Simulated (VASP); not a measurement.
Write the native input for VASP 6.6.1 that does the following.

```yaml
Task: single point
Functional: PBE
Potentials_or_basis: VASP PAW PBE potentials, release 64 (K_sv, Si, B)
Cutoff: 520 eV
k_mesh: 10 × 10 × 10
Occupations: gaussian, width 0.1 eV
Spin: no spin polarisation
Dipole_correction: no
Further_INCAR_settings: ALGO = Normal; EDIFF = 1e-06; NBANDS = 22
```

The structure of K2SiB2 lies in POSCAR:

```
K2SiB2
1.0
   -2.6160314521      2.8833414448      4.8543299926
    2.6160314521     -2.8833414448      4.8543299926
    2.6160314521      2.8833414448     -4.8543299926
K Si B
2 1 2
Direct
    0.3103059904      0.3103059904      0.0000000000
    0.6896940096      0.6896940096      0.0000000000
    0.0000000000      0.5000000000      0.5000000000
    0.0000000000      0.8527318509      0.8527318509
    0.0000000000      0.1472681491      0.1472681491
```

The cell was built from a structure type or drawn by symmetry, and may not be a known phase.

The input as run:

INCAR

```
PREC     = Accurate       # precision mode
ENCUT    = 520            # plane-wave cutoff, eV
EDIFF    = 1E-6           # SCF threshold, eV
ISMEAR   = 0              # smearing method
SIGMA    = 0.1            # smearing width, eV
LREAL    = F              # projectors in reciprocal space
LASPH    = T              # aspherical terms in the spheres
NELM     = 100            # most SCF steps
ALGO     = Normal         # electronic algorithm
ISIF     = 2              # what is computed and relaxed
LWAVE    = F              # write WAVECAR
LCHARG   = F              # write CHGCAR
GGA      = PE             # functional
NBANDS   = 22             # bands
```

KPOINTS

```
regular mesh
0
Gamma
  10 10 10
```

Potentials or basis: VASP PAW PBE potentials, release 64 (K_sv, Si, B).

Command:

```bash
$ cat potpaw_PBE.64/K_sv/POTCAR potpaw_PBE.64/Si/POTCAR potpaw_PBE.64/B/POTCAR > POTCAR
$ mpirun -np 1 vasp_std > vasp.out
```

It gave:

```yaml
Pressure: 0.0 GPa
Largest_force: 0.009 eV/Å
Band_gap_on_the_k_mesh: zero (bands 14 and 15 overlap by 3.23 eV)
```

Run time: 10 min on 1 thread of Intel(R) Xeon(R) Platinum 8488C (Sapphire Rapids) (shared host), peak memory 0.68 GiB.
